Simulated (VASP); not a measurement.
# Sb in VASP: notebook

The runs below take Sb through single point, with PBE.

Program: VASP 6.6.1. These are calculated values, not measurements. Logs are shortened: lines on timing, memory, paths and dates and some standing lists are left out, and cuts for length are marked.

### 1 The cell of the first run

The structure is trigonal, space group R-3m (No. 166). The conventional cell has a = 4.381 Å, b = 4.381 Å, c = 11.588 Å, α = 90.00°, β = 90.00°, γ = 120.00°. Within 3.9 Å of Sb (site symmetry 3m) lie 6 Sb at 2.94 to 3.46 Å.

### 2 Single point, PBE

Contents of INCAR:

```
  PREC = Accurate
  ENCUT = 520
  EDIFF = 1E-6
  ISMEAR = 0
  SIGMA = 0.1
  LREAL = False
  LASPH = True
  NELM = 60
  ALGO = Normal
  ISIF = 2
  LWAVE = False
  LCHARG = False
  GGA = PE
  NBANDS = 12
```

Contents of KPOINTS:

```
Automatic mesh
0
Gamma
  6 6 6
```

Contents of POSCAR:

```
Sb
1.0
    2.1903700597      1.2646107436      3.8627254622
   -2.1903700597      1.2646107436      3.8627254622
    0.0000000000     -2.5292214871      3.8627254622
Sb
2
Direct
    0.2312452351      0.2312452351      0.2312452351
    0.7687547649      0.7687547649      0.7687547649
```

Potentials or basis: VASP PAW PBE potentials, release 64 (Sb).

Launch:

```sh
> cat potpaw_PBE.64/Sb/POTCAR > POTCAR
> mpirun -np 1 vasp_std > vasp.out
```

OUTCAR:

```text
PREC = Accurate
   ENCUT = 520
   EDIFF = 1E-6
   ISMEAR = 0
   LREAL = False
   LASPH = True
   NELM = 60
   ISIF = 2
   GGA = PE

 ion  position               nearest neighbor table
   1  0.231  0.231  0.231-   2 2.94   2 2.94   2 2.94   2 3.46   2 3.46   2 3.46
   2  0.769  0.769  0.769-   1 2.94   1 2.94   1 2.94   1 3.46   1 3.46   1 3.46

  LATTYP: Found a trigonal (rhomboedric) cell.
 ALAT       =     4.6170996662
 COS(alpha) =     0.5498818911

  Lattice vectors:

 A1 = (   2.1903700597,   1.2646107436,   3.8627254622)
 A2 = (  -2.1903700597,   1.2646107436,   3.8627254622)
 A3 = (   0.0000000000,  -2.5292214871,   3.8627254622)

Analysis of symmetry for initial positions (statically):
=====================================================================
 Subroutine PRICEL returns:
 Original cell was already a primitive cell.

 Routine SETGRP: Setting up the symmetry group for a
 trigonal (rhombohedral) supercell.

 Subroutine GETGRP returns: Found 12 space group operations
 (whereof 12 operations were pure point group operations)
 out of a pool of 12 trial point group operations.

The static configuration has the point symmetry D_3d.

Analysis of symmetry for dynamics (positions and initial velocities):
=====================================================================
 Subroutine PRICEL returns:
 Original cell was already a primitive cell.

 Routine SETGRP: Setting up the symmetry group for a
 trigonal (rhombohedral) supercell.

 Subroutine GETGRP returns: Found 12 space group operations
 (whereof 12 operations were pure point group operations)
 out of a pool of 12 trial point group operations.

The dynamic configuration has the point symmetry D_3d.

 Subroutine INISYM returns: Found 12 space group operations
 (whereof 12 operations are pure point group operations),
 and found     1 'primitive' translations

----------------------------------------------------------------------------------------

                                     Primitive cell

  volume of cell :      64.1977

  direct lattice vectors                    reciprocal lattice vectors
     2.190370060  1.264610744  3.862725462     0.228271930  0.131792860  0.086294855
    -2.190370060  1.264610744  3.862725462    -0.228271930  0.131792860  0.086294855
     0.000000000 -2.529221487  3.862725462     0.000000000 -0.263585720  0.086294855

  length of vectors
     4.617099666  4.617099666  4.617099666     0.277352184  0.277352184  0.277352184

  position of ions in fractional coordinates (direct lattice)
[... 85 lines left out ...]
   ISIF   =      2    stress and relaxation
   ISYM   =      2    0-nonsym 1-usesym 2-fastsym
   POTIM  = 0.5000    time-step for ionic-motion
   TEBEG  =    0.0;   TEEND  =   0.0 temperature during run
   PSTRESS=    0.0 pullay stress
   NELECT =      10.0000    total number of electrons
   NUPDOWN=      -1.0000    fix difference up-down
   EMIN   =  10.00;   EMAX   =-10.00  energy-range for DOS
   EFERMI =   0.00;   METHOD = LEGACY
   ISMEAR =     0;   SIGMA  =   0.10  broadening in eV -4-tet -1-fermi 0-gaus
   EFERMI_NEDOS =   21; number of points for ismear=-14 and -15
   IALGO  =     38    algorithm
   IMIX   =      4    mixing-type and parameters
     AMIX     =   0.40;   BMIX     =  1.00
     AMIX_MAG =   1.60;   BMIX_MAG =  1.00
  volume/ion in A,a.u.               =      32.10       216.61
  Fermi-wavevector in a.u.,A,eV,Ry     =   0.880849  1.664564 10.556702  0.775896
  Thomas-Fermi vector in A             =   2.001266
   LORBIT       =      0    0 simple, 1 ext, 2 COOP (PROOUT), +10 PAW based schemes
   GGA     = PE    functional components
   LHFCALC =     F    Hartree Fock is set to
   AEXX    =    0.0000 exact exchange contribution
   IVDW    =     0    specifies the selected vdW correction
   LEPSILON=     F    determine dielectric tensor
   LRPA    =     F    only Hartree local field effects (RPA)
 non-spin polarized calculation
 Gauss-broadening in eV      SIGMA  =   0.10
  energy-cutoff  :      520.00
  volume of cell :       64.20
 maximum number of plane-waves:      1749
 NGX is ok and might be reduce to    36

 number of electron      10.0000000 magnetization

 Free energy of the ion-electron system (eV)
  ---------------------------------------------------
  ext. energy  EPLUGINS =         0.00000000
  ---------------------------------------------------
  free energy    TOTEN  =        -8.29771497 eV

  energy without entropy =       -8.29611569  energy(sigma->0) =       -8.29691533

 E-fermi :   6.5027     XC(G=0):  -9.2617

 val. band max:        6.5021708742   @ k =   0.3333   0.1667   0.1667
 cond. band min:       6.8582665145   @ k =   0.5000  -0.0000   0.0000
 fundamental gap:      0.3560956403
 Fermi energy:         6.5026519455

 k-point     1 :       0.0000    0.0000    0.0000
  band No.  band energies     occupation
      1      -5.7652      2.00000
      2       1.4642      2.00000
      3       4.6438      2.00000
      4       4.8416      2.00000
      5       4.8416      2.00000
      6       8.3822      0.00000
      7       9.0916      0.00000
      8       9.0916      0.00000
      9      11.7776      0.00000
     10      11.7776      0.00000
     11      11.9732      0.00000
     12      13.2488      0.00000
[... 331 lines left out ...]
 k-point    24 :      -0.3333    0.5000    0.1667
  band No.  band energies     occupation
      1      -3.3579      2.00000
      2      -2.0180      2.00000
      3       1.6312      2.00000
      4       2.4519      2.00000
      5       4.7973      2.00000
      6       8.3932      0.00000
      7       9.8589      0.00000
      8      11.9883      0.00000
      9      12.1334      0.00000
     10      13.4806      0.00000
     11      16.0371      0.00000
     12      16.8616      0.00000

 [... further k-points ...]
[... 5 lines left out ...]
  --------------------------------------------------------------------------------------
  -------------------------------------------------------------------------------------
  Total        0.0304903      0.0304903      0.0933855      0.0000000      0.0000000      0.0000000
  in kB        0.7609443      0.7609443      2.3306154      0.0000000      0.0000000      0.0000000
  external PRESSURE =       1.2841680 kB  Pullay stress =       0.0000000 kB

 VOLUME and BASIS-vectors are now :
 -----------------------------------------------------------------------------
  energy-cutoff  :      520.00
  volume of cell :       64.20
      direct lattice vectors                 reciprocal lattice vectors
     2.190370060  1.264610744  3.862725462     0.228271930  0.131792860  0.086294855
    -2.190370060  1.264610744  3.862725462    -0.228271930  0.131792860  0.086294855
     0.000000000 -2.529221487  3.862725462     0.000000000 -0.263585720  0.086294855

 POSITION                                       TOTAL-FORCE (eV/Angst)
 -----------------------------------------------------------------------------------
      0.00000      0.00000      2.67971         0.000000      0.000000      0.063237
      0.00000      0.00000      8.90847         0.000000     -0.000000     -0.063237
 -----------------------------------------------------------------------------------
    total drift:                                0.000000      0.000000     -0.000000

  FREE ENERGIE OF THE ION-ELECTRON SYSTEM (eV)
  ---------------------------------------------------
  free  energy   TOTEN  =        -8.2977149695 eV

  energy  without entropy=       -8.2961156866  energy(sigma->0) =       -8.29691533
```

OSZICAR:

```text
N       E                     dE             d eps       ncg     rms          rms(c)
DAV:   1     0.364608411785E+02    0.36461E+02   -0.35432E+03   768   0.655E+02
DAV:   2    -0.614005337374E+01   -0.42601E+02   -0.41324E+02   988   0.106E+02
DAV:   3    -0.827978796393E+01   -0.21397E+01   -0.21316E+01   960   0.267E+01
DAV:   4    -0.829874552080E+01   -0.18958E-01   -0.18956E-01   876   0.299E+00
DAV:   5    -0.829899697969E+01   -0.25146E-03   -0.25146E-03   932   0.378E-01    0.281E+00
DAV:   6    -0.829814302181E+01    0.85396E-03   -0.23503E-03   916   0.331E-01    0.169E+00
DAV:   7    -0.829755642526E+01    0.58660E-03   -0.58857E-03   896   0.508E-01    0.828E-02
DAV:   8    -0.829768658254E+01   -0.13016E-03   -0.15675E-04   956   0.776E-02    0.216E-02
DAV:   9    -0.829771403864E+01   -0.27456E-04   -0.35863E-05   868   0.351E-02    0.454E-03
DAV:  10    -0.829771496945E+01   -0.93081E-06   -0.28823E-06   928   0.949E-03
   1 F= -.82977150E+01 E0= -.82969153E+01  d E =-.159928E-02
```

Wall time 17 s (1 thread of Intel Xeon 6975P-C (Granite Rapids), shared host); peak memory 0.21 GiB.

What came out:

* Free energy: -8.2977 eV
* Pressure: 0.1 GPa
* Largest force: 0.063 eV/Å
* Band gap on the k mesh: zero (bands 5 and 6 overlap by 0.18 eV)

Forces on the atoms (eV/Å):
```
Sb   0.000  0.000  0.063
Sb   0.000  0.000 -0.063
```

Stress tensor (GPa, compression positive):
```
0.08 0.00 0.00
0.00 0.08 0.00
0.00 0.00 0.23
```

Levels at points of the mesh, in eV from the Fermi level:
```tsv
k point	band 3	band 4	band 5	band 6	band 7	band 8
(0.00, 0.00, 0.00)	-1.86	-1.66	-1.66	1.88	2.59	2.59
(0.50, 0.00, 0.00)	-1.92	-1.79	-0.22	-0.19	0.36	0.79
(0.50, 0.50, 0.00)	-4.98	-3.40	-3.37	1.64	4.69	5.42
(0.50, 0.50, 0.50)	-1.26	-1.26	-0.57	0.36	0.36	1.19
```

Caveat: spin-orbit coupling is left out, which moves the levels of the heavy elements.

### 3 Single point, PBE

This run uses another cell than the first one: it holds 8 atoms, not 2.

Contents of INCAR:

```
ALGO = Normal ; EDIFF = 1E-7
ENCUT = 520 ; GGA = PE
ISIF = 2 ; ISMEAR = 0
LASPH = T ; LCHARG = F
LREAL = F ; LWAVE = F
NBANDS = 30 ; NELM = 60
PREC = Accurate ; SIGMA = 0.2
```

Contents of KPOINTS:

```
k-points
0
Gamma
  4 4 4
```

Contents of POSCAR:

```
Sb
1.0
    0.0041511738     -0.2351919826      6.3589049349
    4.3856629317     -4.6166127541      0.1655588478
    4.3764724147      4.6119562471     -0.1630530965
Sb
8
Direct
   -0.0183442514     -0.0186145641      0.0178826122
    0.5180776655      1.0185951814      0.9817204073
    1.0180610924      0.0185949737      0.4817978364
    0.4815490020     -0.0186181141      0.5179905871
    0.0184104645      0.5187033814     -0.0179636932
    0.4818961465      0.4813404717      0.0182670263
    0.9819504423      0.4814266504      0.5182549313
    0.5183994381      0.5185720196      0.4820502928
```

Potentials or basis: VASP PAW PBE potentials, release 64 (Sb).

Launch:

```sh
> cat potpaw_PBE.64/Sb/POTCAR > POTCAR
> mpirun -np 1 vasp_std > vasp.out
```

It took 2.4 min on 1 thread of Intel Xeon 6975P-C (Granite Rapids), shared host; peak memory 0.41 GiB.

The run converged. Its results:

| Quantity | Value |
| --- | --- |
| Free energy | -33.1254 eV |
| Pressure | 0.0 GPa |
| Largest force | 0.066 eV/Å |

Forces in eV/Å, atoms in the order of the input:
```
Sb   0.006 -0.052  0.035
Sb  -0.001  0.055 -0.034
Sb  -0.003  0.051 -0.035
Sb   0.002 -0.054  0.037
Sb  -0.004  0.055 -0.038
Sb   0.003 -0.055  0.036
Sb   0.001 -0.053  0.034
Sb  -0.003  0.052 -0.036
```

Levels at points of the mesh, in eV from the Fermi level:
| k point | band 18 | band 19 | band 20 | band 21 | band 22 | band 23 |
| --- | --- | --- | --- | --- | --- | --- |
| (0.00, 0.00, 0.00) | -1.74 | -1.52 | -1.52 | 1.79 | 1.79 | 1.80 |
| (0.50, 0.00, 0.00) | -1.57 | -0.55 | -0.55 | 0.93 | 0.93 | 2.17 |
| (0.00, 0.50, 0.00) | -1.58 | -0.57 | -0.57 | 0.93 | 0.93 | 2.17 |
| (0.50, 0.50, 0.00) | -1.41 | -0.64 | -0.64 | 0.97 | 0.97 | 1.25 |
| (0.00, 0.00, 0.50) | -1.57 | -0.55 | -0.54 | 0.93 | 0.93 | 2.17 |
| (0.50, 0.00, 0.50) | -1.38 | -0.63 | -0.63 | 0.96 | 0.96 | 1.24 |
| (0.00, 0.50, 0.50) | -1.40 | -0.64 | -0.64 | 0.97 | 0.97 | 1.25 |
| (0.50, 0.50, 0.50) | -0.09 | -0.08 | -0.08 | -0.06 | -0.06 | -0.04 |

Caveat: spin-orbit coupling is left out, which moves the levels of the heavy elements.

### 4 Single point, PBE

This run uses another cell than the first one, of 31.87 Å³/atom.

Contents of INCAR:

```
SYSTEM = Sb
  PREC = Accurate
  ENCUT = 520
  EDIFF = 1E-7
  ISMEAR = 0
  SIGMA = 0.1
  LREAL = .False.
  LASPH = .True.
  NELM = 60
  ALGO = Normal
  ISIF = 2
  LWAVE = .False.
  LCHARG = .False.
  GGA = PE
  NBANDS = 12
```

Contents of KPOINTS:

```
Automatic mesh
0
Gamma
  18 18 18
  0 0 0
```

Contents of POSCAR:

```
Sb
1.0
    2.1871933552      1.2627766724      3.8466624061
   -2.1871933552      1.2627766724      3.8466624061
    0.0000000000     -2.5255533448      3.8466624061
Sb
2
Direct
    0.2327421822      0.2327421822      0.2327421822
    0.7672578178      0.7672578178      0.7672578178
```

Launch:

```sh
> cat potpaw_PBE.64/Sb/POTCAR > POTCAR
> mpirun -np 1 vasp_std > vasp.out
```

Wall time 2.6 min (1 thread of Intel Xeon 6975P-C (Granite Rapids), shared host); peak memory 0.5 GiB.

Results (log left out):

```
Free energy            : -8.2722 eV
Pressure               : 0.0 GPa
Largest force          : 0.037 eV/Å
Band gap on the k mesh : zero (bands 5 and 6 overlap by 0.25 eV)
```

Forces in eV/Å, atoms in the order of the input:
```
Sb   0.000  0.000  0.037
Sb   0.000  0.000 -0.037
```

Levels at points of the mesh, in eV from the Fermi level:
```
           k point  band 3  band 4  band 5  band 6  band 7  band 8
(0.00, 0.00, 0.00)   -1.94   -1.68   -1.68    1.97    2.59    2.59
(0.50, 0.00, 0.00)   -1.87   -1.78   -0.25   -0.22    0.23    0.64
(0.50, 0.50, 0.00)   -5.09   -3.50   -3.41    1.66    4.66    5.33
(0.50, 0.50, 0.50)   -1.24   -1.24   -0.54    0.27    0.27    1.11
```

Caveat: spin-orbit coupling is left out, which moves the levels of the heavy elements.

### 5 Summary

```csv
cell,k mesh,smearing,gap on the mesh (eV),pressure (GPa),largest force (eV/Å)
"a = 4.617 Å, angles 56.6°, 2 atoms, atomic positions A",6 × 6 × 6,gaussian 0.1 eV,none,0.1,0.06
"a = 6.363, b = 6.370, c = 6.360 Å, angles 93.0, 93.0, 86.9°, 8 atoms, atomic positions B",4 × 4 × 4,gaussian 0.2 eV,-,0.0,0.07
"a = 4.602 Å, angles 56.8°, 2 atoms, atomic positions C",18 × 18 × 18,gaussian 0.1 eV,none,0.0,0.04
```

Alike in all rows: task single point; level PBE; potentials or basis VASP PAW PBE potentials, release 64 (Sb); no spin polarisation; cutoff (eV) 520.

Caveats: spin-orbit coupling is left out, which moves the levels of the heavy elements.

Absolute energies hang on the potentials; compare differences alone.
